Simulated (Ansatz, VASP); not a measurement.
**W: VASP beside Ansatz**

```xyz
1
Lattice="-0.1999 1.9991 1.7992 1.7992 0.0000 1.5993 1.9991 1.9991 -0.1999" Properties=species:S:1:pos:R:3 pbc="T T T"
W     0.0000    0.0000    0.0000
```

Change from the starting cell: engineering shear strain xz -0.2000, normal strain along z -0.1000.

Alike in both runs: task single point; functional PBEsol; k mesh 20 × 20 × 20; occupations gaussian, width 0.15 eV; no spin polarisation.

|  | VASP | Ansatz |
| --- | --- | --- |
| version | VASP 6.6.1 | Ansatz 0.2.0 |
| potentials or method | VASP PAW PBE potentials, release 64 (W_sv), cutoff 500 eV | scalar-relativistic, plane waves, PAW |
| valence electrons in the cell | 14 | 14 |

Ansatz gave:

```
gap on the k mesh at the Fermi level (eV)                     : none
pressure (GPa)                                                : 53.1
traceless stress, the component that is largest in VASP (GPa) : 37.87
```

Problem. Estimate VASP's values.

Solution. gap on the k mesh at the Fermi level (eV): none; pressure (GPa): 54.9; traceless stress, the component that is largest in VASP (GPa): 39.20.

VASP's potentials were made for PBE, not for PBEsol, and Ansatz warns of the same on its side. A gap of «none» marks a metal or a gap that the smearing closes. Both programs put the cell under a high pressure, so it lies far from rest at this level. With one functional, cell and mesh, what is left measures potentials, basis and numerics.

Spin-orbit coupling is off throughout.
